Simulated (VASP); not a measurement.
# Al6H in VASP: a series of runs, part 2 of 2

VASP 6.6.1. Earlier steps stand in the parts before.

### 3 Single point, PBE

The input, INCAR:

```
  PREC = Accurate
  ENCUT = 520
  EDIFF = 1E-7
  ISMEAR = 0
  SIGMA = 0.1
  LREAL = F
  LASPH = T
  NELM = 80
  ALGO = Normal
  ISIF = 2
  LWAVE = F
  LCHARG = T
  LDIPOL = T
  IDIPOL = 3
  DIPOL = 0.5 0.5 0.304
  GGA = PE
  LELF = T
  LVHAR = T
  LVACPOTAV = T
  NBANDS = 32
```

The input, KPOINTS:

```
Automatic mesh
0
Gamma
  6 6 1
```

The input, POSCAR:

```
Al6H
1.0
    5.7143028096      0.0000000000      0.0000000000
   -2.8571514048      4.9487313980      0.0000000000
    0.0000000000      0.0000000000     22.6016424636
Al H
12 2
Direct
    0.3333333333      0.1666666667      0.1769782885
    0.3333333333      0.6666666667      0.1769782885
    0.8333333333      0.1666666667      0.1769782885
    0.8333333333      0.6666666667      0.1769782885
    0.1666666667      0.3333333333      0.2787817904
    0.1666666667      0.8333333333      0.2787817904
    0.6666666667      0.3333333333      0.2787817904
    0.6666666667      0.8333333333      0.2787817904
    0.0000000000      0.0000000000      0.3805759903
    0.0000000000      0.5000000000      0.3805759903
    0.5000000000      0.0000000000      0.3805759903
    0.5000000000      0.5000000000      0.3805759903
    0.1903382450      0.3806764901      0.4571191001
    0.3096617550      0.6193235099      0.4571191001
```

Potentials or basis: VASP PAW PBE potentials, release 64 (Al, H).

On the command line:

```bash
$ cat potpaw_PBE.64/Al/POTCAR potpaw_PBE.64/H/POTCAR > POTCAR
$ mpirun -np 1 vasp_std > vasp.out
```

OUTCAR:

```text
PREC = Accurate
   ENCUT = 520
   EDIFF = 1E-7
   ISMEAR = 0
   LREAL = F
   LASPH = T
   NELM = 80
   ISIF = 2
   GGA = PE

 ion  position               nearest neighbor table
   1  0.333  0.167  0.177-   5 2.83   6 2.83   7 2.83   4 2.86   2 2.86   2 2.86   4 2.86   3 2.86
                             3 2.86
   2  0.333  0.667  0.177-   6 2.83   5 2.83   8 2.83   3 2.86   1 2.86   1 2.86   3 2.86   4 2.86
                             4 2.86
   3  0.833  0.167  0.177-   7 2.83   8 2.83   5 2.83   4 2.86   2 2.86   4 2.86   2 2.86   1 2.86
                             1 2.86
   4  0.833  0.667  0.177-   8 2.83   7 2.83   6 2.83   3 2.86   1 2.86   3 2.86   1 2.86   2 2.86
                             2 2.86
   5  0.167  0.333  0.279-   9 2.83  12 2.83  10 2.83   1 2.83   2 2.83   3 2.83   8 2.86   6 2.86
                             6 2.86   8 2.86   7 2.86   7 2.86
   6  0.167  0.833  0.279-  10 2.83  11 2.83   9 2.83   2 2.83   1 2.83   4 2.83   7 2.86   5 2.86
                             5 2.86   7 2.86   8 2.86   8 2.86
   7  0.667  0.333  0.279-  11 2.83  10 2.83  12 2.83   3 2.83   4 2.83   1 2.83   8 2.86   6 2.86
                             8 2.86   6 2.86   5 2.86   5 2.86
   8  0.667  0.833  0.279-  12 2.83   9 2.83  11 2.83   4 2.83   3 2.83   2 2.83   7 2.86   5 2.86
                             7 2.86   5 2.86   6 2.86   6 2.86
   9  0.000  0.000  0.381-   5 2.83   8 2.83   6 2.83  10 2.86  12 2.86  10 2.86  12 2.86  11 2.86
                            11 2.86
  10  0.000  0.500  0.381-   6 2.83   7 2.83   5 2.83   9 2.86  11 2.86   9 2.86  11 2.86  12 2.86
                            12 2.86
  11  0.500  0.000  0.381-   7 2.83   6 2.83   8 2.83  10 2.86  12 2.86  12 2.86  10 2.86   9 2.86
                             9 2.86
  12  0.500  0.500  0.381-   8 2.83   5 2.83   7 2.83   9 2.86  11 2.86  11 2.86   9 2.86  10 2.86
                            10 2.86
  13  0.190  0.381  0.457-
  14  0.310  0.619  0.457-

  LATTYP: Found a hexagonal cell.
 ALAT       =     5.7143028096
 C/A-ratio  =     3.9552755982

  Lattice vectors:

 A1 = (   5.7143028096,   0.0000000000,   0.0000000000)
 A2 = (  -2.8571514048,   4.9487313980,   0.0000000000)
 A3 = (   0.0000000000,   0.0000000000,  22.6016424636)

Analysis of symmetry for initial positions (statically):
=====================================================================
 Subroutine PRICEL returns:
 Original cell was already a primitive cell.

 Routine SETGRP: Setting up the symmetry group for a
 hexagonal supercell.

 Subroutine GETGRP returns: Found  2 space group operations
 (whereof  2 operations were pure point group operations)
 out of a pool of 24 trial point group operations.

The static configuration has the point symmetry C_1h.

Analysis of symmetry for dynamics (positions and initial velocities):
=====================================================================
 Subroutine PRICEL returns:
 Original cell was already a primitive cell.

 Routine SETGRP: Setting up the symmetry group for a
 hexagonal supercell.

 Subroutine GETGRP returns: Found  2 space group operations
 (whereof  2 operations were pure point group operations)
 out of a pool of 24 trial point group operations.

The dynamic configuration has the point symmetry C_1h.

 Subroutine INISYM returns: Found  2 space group operations
 (whereof  2 operations are pure point group operations),
 and found     1 'primitive' translations

[... 100 lines left out ...]
   ISPIN  =      1    spin polarized calculation?
   LNONCOLLINEAR =      F non collinear calculations
   LSORBIT =      F    spin-orbit coupling
   LASPH  =      T    aspherical Exc in radial PAW
   ENCUT  =  520.0 eV  38.22 Ry    6.18 a.u.  10.62 10.62 42.02*2*pi/ulx,y,z
   NELM   =     80;   NELMIN=  2; NELMDL= -5     # of ELM steps
   EDIFF  = 0.1E-06   stopping-criterion for ELM
   LREAL  =      F    real-space projection
   EDIFFG = 0.1E-05   stopping-criterion for IOM
   NSW    =      0    number of steps for IOM
   IBRION =     -1    ionic relax: 0-MD 1-quasi-New 2-CG
   NFREE  =      0    steps in history (QN), initial steepest desc. (CG)
   ISIF   =      2    stress and relaxation
   ISYM   =      2    0-nonsym 1-usesym 2-fastsym
   POTIM  = 0.5000    time-step for ionic-motion
   TEBEG  =    0.0;   TEEND  =   0.0 temperature during run
   PSTRESS=    0.0 pullay stress
   NELECT =      38.0000    total number of electrons
   NUPDOWN=      -1.0000    fix difference up-down
   EMIN   =  10.00;   EMAX   =-10.00  energy-range for DOS
   EFERMI =   0.00;   METHOD = LEGACY
   ISMEAR =     0;   SIGMA  =   0.10  broadening in eV -4-tet -1-fermi 0-gaus
   EFERMI_NEDOS =   21; number of points for ismear=-14 and -15
   IALGO  =     38    algorithm
   IMIX   =      4    mixing-type and parameters
     AMIX     =   0.40;   BMIX     =  1.00
     AMIX_MAG =   1.60;   BMIX_MAG =  1.00
  volume/ion in A,a.u.               =      45.65       308.08
  Fermi-wavevector in a.u.,A,eV,Ry     =   0.638955  1.207450  5.554763  0.408264
  Thomas-Fermi vector in A             =   1.704469
   LORBIT       =      0    0 simple, 1 ext, 2 COOP (PROOUT), +10 PAW based schemes
   GGA     = PE    functional components
   LHFCALC =     F    Hartree Fock is set to
   AEXX    =    0.0000 exact exchange contribution
   IVDW    =     0    specifies the selected vdW correction
   LEPSILON=     F    determine dielectric tensor
   LRPA    =     F    only Hartree local field effects (RPA)
 non-spin polarized calculation
 Gauss-broadening in eV      SIGMA  =   0.10
  energy-cutoff  :      520.00
  volume of cell :      639.14
 maximum number of plane-waves:     17305
   NGX = 21   NGY = 21   NGZ = 85

 dipolmoment           0.000000      0.000000     -0.006014 electrons x Angstroem

 number of electron      38.0000001 magnetization

 dipolmoment           0.000000      0.000000      0.026244 electrons x Angstroem

 Free energy of the ion-electron system (eV)
  ---------------------------------------------------
  ext. energy  EPLUGINS =         0.00000000
  ---------------------------------------------------
  free energy    TOTEN  =       -47.39856560 eV

  energy without entropy =      -47.37349563  energy(sigma->0) =      -47.38603061

 E-fermi :  -0.2558     XC(G=0):  -4.0770

 val. band max:       -0.2984320064   @ k =   0.0000   0.3333   0.0000
 cond. band min:      -0.2237666345   @ k =   0.1667   0.1667   0.0000
 fundamental gap:      0.0746653719
 Fermi energy:        -0.2557901727

 k-point     1 :       0.0000    0.0000    0.0000
  band No.  band energies     occupation
      1     -10.8793      2.00000
      2      -9.3439      2.00000
      3      -7.4200      2.00000
      4      -5.6148      2.00000
      5      -4.9984      2.00000
      6      -4.9746      2.00000
[... 431 lines left out ...]
     30       3.0526      0.00000
     31       3.2611      0.00000
 [bands above 31 left out]

------------------------ aborting loop because EDIFF is reached ----------------------------------------

  FORCE on cell =-STRESS in cart. coord.  units (eV):
  Direction    XX          YY          ZZ          XY          YZ          ZX
  --------------------------------------------------------------------------------------
  -------------------------------------------------------------------------------------
  Total       -3.2395482     -6.6871581      1.5266666      0.0000000     -0.4988370      0.0000000
  in kB       -8.1207828    -16.7631272      3.8269930      0.0000000     -1.2504667      0.0000000
  external PRESSURE =      -7.0189723 kB  Pullay stress =       0.0000000 kB

 VOLUME and BASIS-vectors are now :
 -----------------------------------------------------------------------------
  energy-cutoff  :      520.00
  volume of cell :      639.14
      direct lattice vectors                 reciprocal lattice vectors
     5.714302810  0.000000000  0.000000000     0.174999476  0.101035995  0.000000000
    -2.857151405  4.948731398  0.000000000     0.000000000  0.202071990  0.000000000
     0.000000000  0.000000000 22.601642464     0.000000000  0.000000000  0.044244572

 POSITION                                       TOTAL-FORCE (eV/Angst)
 -----------------------------------------------------------------------------------
      1.42858      0.82479      4.00000         0.086581     -0.073903     -0.098758
     -0.00000      3.29915      4.00000        -0.000000      0.017713     -0.079428
      4.28573      0.82479      4.00000        -0.086581     -0.073903     -0.098758
      2.85715      3.29915      4.00000        -0.000000      0.088366     -0.116015
      0.00000      1.64958      6.30093        -0.000000      0.067538      0.085668
     -1.42858      4.12394      6.30093        -0.065438      0.010358     -0.031988
      2.85715      1.64958      6.30093        -0.000000      0.100113     -0.032256
      1.42858      4.12394      6.30093         0.065438      0.010358     -0.031988
      0.00000      0.00000      8.60164        -0.000000      0.148016      0.224745
     -1.42858      2.47437      8.60164        -0.086587     -0.024667      0.085263
      2.85715      0.00000      8.60164        -0.000000     -0.096455      0.168990
      1.42858      2.47437      8.60164         0.086587     -0.024667      0.085263
     -0.00000      1.88387     10.33164        -0.000000      1.913002      0.009929
      0.00000      3.06487     10.33164         0.000000     -2.061867     -0.170669
 -----------------------------------------------------------------------------------
    total drift:                               -0.000000      0.000075     -0.000012

  FREE ENERGIE OF THE ION-ELECTRON SYSTEM (eV)
  ---------------------------------------------------
  free  energy   TOTEN  =       -47.3985655996 eV

  energy  without entropy=      -47.3734956255  energy(sigma->0) =      -47.38603061

 vacuum level on the upper side and lower side of the slab         3.942         3.774
```

It took 20 min on 1 thread of Intel Xeon 8259CL, shared host; peak memory 0.7 GiB.

What came out:

```yaml
Free_energy: -47.3986 eV
Largest_force: 2.069 eV/Å
Band_gap_on_the_k_mesh: zero (bands 19 and 20 overlap by 0.94 eV)
```

Forces on the atoms (eV/Å):
```
Al   0.087 -0.074 -0.099
Al   0.000  0.018 -0.079
Al  -0.087 -0.074 -0.099
Al   0.000  0.088 -0.116
Al   0.000  0.068  0.086
Al  -0.065  0.010 -0.032
Al   0.000  0.100 -0.032
Al   0.065  0.010 -0.032
Al   0.000  0.148  0.225
Al  -0.087 -0.025  0.085
Al   0.000 -0.096  0.169
Al   0.087 -0.025  0.085
H    0.000  1.913  0.010
H    0.000 -2.062 -0.171
```

### 4 Single point, PBE

The input, INCAR:

```
SYSTEM = Al6H
  PREC = Accurate
  ENCUT = 520
  EDIFF = 1E-7
  ISMEAR = 0
  SIGMA = 0.1
  LREAL = .False.
  LASPH = .True.
  NELM = 60
  ALGO = Normal
  ISIF = 2
  LWAVE = .False.
  LCHARG = .False.
  LDIPOL = .True.
  IDIPOL = 3
  DIPOL = 0.5 0.5 0.310
  GGA = PE
  NBANDS = 32
```

The input, KPOINTS:

```
regular mesh
0
Gamma
  6 6 1
  0 0 0
```

Edit POSCAR of step 3 so:

```diff
@@ -20,3 +20,3 @@
     0.5000000000      0.5000000000      0.3805759903
-    0.1903382450      0.3806764901      0.4571191001
-    0.3096617550      0.6193235099      0.4571191001
+    0.1903382450      0.3806764901      0.4956118778
+    0.3096617550      0.6193235099      0.4956118778
```

On the command line:

```bash
$ cat potpaw_PBE.64/Al/POTCAR potpaw_PBE.64/H/POTCAR > POTCAR
$ mpirun -np 1 vasp_std > vasp.out
```

Wall time 20 min (1 thread of Intel Xeon 8259CL, shared host); peak memory 0.7 GiB.

The run converged. Its results:

```yaml
Free_energy: -47.4188 eV
Largest_force: 4.188 eV/Å
Band_gap_on_the_k_mesh: zero (bands 19 and 20 overlap by 0.98 eV)
```

Forces in eV/Å, atoms in the order of the input:
```
Al   0.009  0.008 -0.016
Al   0.000 -0.030 -0.028
Al  -0.009  0.008 -0.016
Al   0.000  0.007 -0.023
Al   0.000  0.037 -0.042
Al  -0.004 -0.021 -0.013
Al   0.000  0.050  0.011
Al   0.004 -0.021 -0.013
Al   0.000  0.037  0.071
Al   0.007  0.014 -0.034
Al   0.000 -0.063  0.062
Al  -0.007  0.014 -0.034
H    0.000  4.149  0.057
H    0.000 -4.188  0.019
```

Levels at points of the mesh, in eV from the Fermi level:
| k point | band 15 | band 16 | band 17 | band 18 | band 19 | band 20 | band 21 | band 22 | band 23 | band 24 |
| --- | --- | --- | --- | --- | --- | --- | --- | --- | --- | --- |
| (0.00, 0.00, 0.00) | -2.72 | -2.72 | -2.67 | -0.43 | -0.39 | -0.37 | -0.16 | -0.14 | -0.13 | 0.81 |
| (0.50, 0.00, 0.00) | -1.39 | -0.48 | -0.48 | -0.21 | -0.20 | 0.88 | 0.96 | 1.12 | 1.35 | 1.59 |
| (0.00, 0.50, 0.00) | -1.39 | -0.48 | -0.48 | -0.21 | -0.20 | 0.92 | 0.95 | 1.23 | 1.30 | 1.37 |

### 5 Single point, PBE

The input, INCAR:

```
SYSTEM = Al6H
ALGO = Normal
DIPOL = 0.5 0.5 0.316
EDIFF = 1E-6
ENCUT = 520
GGA = PE
IDIPOL = 3
ISIF = 2
ISMEAR = 0
LASPH = .TRUE.
LCHARG = .FALSE.
LDIPOL = .TRUE.
LREAL = .FALSE.
LWAVE = .FALSE.
NBANDS = 32
NELM = 60
PREC = Accurate
SIGMA = 0.1
```

The input, KPOINTS:

```
k-points
0
G
  6 6 1
  0 0 0
```

Edit POSCAR of step 4 so:

```diff
@@ -20,3 +20,3 @@
     0.5000000000      0.5000000000      0.3805759903
-    0.1903382450      0.3806764901      0.4956118778
-    0.3096617550      0.6193235099      0.4956118778
+    0.1903382450      0.3806764901      0.5398564500
+    0.3096617550      0.6193235099      0.5398564500
```

On the command line:

```bash
$ cat potpaw_PBE.64/Al/POTCAR potpaw_PBE.64/H/POTCAR > POTCAR
$ mpirun -np 1 vasp_std > vasp.out
```

It took 15 min on 1 thread of Intel Xeon 8259CL, shared host; peak memory 0.7 GiB.

The run converged. Its results:

```
Free energy            : -47.4321 eV
Largest force          : 4.615 eV/Å
Band gap on the k mesh : zero (bands 19 and 20 overlap by 1.02 eV)
```

Forces on the atoms (eV/Å):
```
Al  -0.001  0.003  0.004
Al   0.000 -0.006  0.001
Al   0.001  0.003  0.004
Al   0.000 -0.001  0.003
Al   0.000  0.007 -0.007
Al   0.001 -0.006 -0.002
Al   0.000  0.007  0.002
Al  -0.001 -0.006 -0.002
Al   0.000  0.003  0.007
Al   0.004  0.003  0.000
Al   0.000 -0.008  0.007
Al  -0.004  0.003  0.000
H    0.000  4.612 -0.007
H    0.000 -4.615 -0.010
```

Levels at points of the mesh, in eV from the Fermi level:
```
           k point  band 15  band 16  band 17  band 18  band 19  band 20  band 21  band 22  band 23  band 24
(0.00, 0.00, 0.00)    -2.73    -2.73    -2.73    -0.39    -0.39    -0.39    -0.15    -0.15    -0.15     0.57
(0.50, 0.00, 0.00)    -1.62    -0.49    -0.49    -0.22    -0.22     0.94     0.94     1.27     1.32     1.62
(0.00, 0.50, 0.00)    -1.61    -0.49    -0.49    -0.22    -0.22     0.94     0.94     1.31     1.32     1.37
```

### 6 Overview

| cell | gap on the mesh (eV) | largest force (eV/Å) |
| --- | --- | --- |
| as given, atomic positions A | none | 0.81 |
| as given, atomic positions B | none | 2.07 |
| as given, atomic positions C | none | 4.19 |
| as given, atomic positions D | none | 4.61 |

Alike in all rows: task single point; level PBE; potentials or basis VASP PAW PBE potentials, release 64 (Al, H); no spin polarisation; k mesh 6 × 6 × 1; cutoff (eV) 520; smearing gaussian 0.1 eV.

Absolute energies hang on the potentials; compare differences alone.

The gap in the log of VASP goes by the Fermi energy; the results here count the filled bands.